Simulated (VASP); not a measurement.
Crystal: Cd.

```xyz
1
Lattice="0.0000 2.2181 2.2181 2.2181 0.0000 2.2181 2.2181 2.2181 0.0000" Properties=species:S:1:pos:R:3 pbc="T T T"
Cd    0.0000    0.0000    0.0000
```

Base run:

| Quantity | Value |
| --- | --- |
| Program | VASP 6.6.1 |
| Functional | BLYP |
| Potentials or basis | VASP PAW PBE potentials, release 64 (Cd) |
| Cutoff | 520 eV |
| k mesh | 12 × 12 × 12 |
| Occupations | methfessel-paxton, width 0.05 eV |
| Spin | no spin polarisation |

Its results: band gap on the k mesh zero (band 6 reaches 5.18 eV, above the bottom of band 7 at 1.91 eV); pressure 7.7 GPa.

Q: The run is repeated on the same cell with these changes: functional from BLYP to LDA; potentials or basis from VASP PAW PBE potentials, release 64 (Cd) to VASP PAW LDA potentials, release 64 (Cd). What comes out?

A: Band gap on the k mesh zero (band 6 reaches 4.52 eV, above the bottom of band 7 at 1.21 eV); pressure -4.4 GPa.

Caveats: the PAW data sets were made with another functional, which shifts forces and pressure a little (some runs).
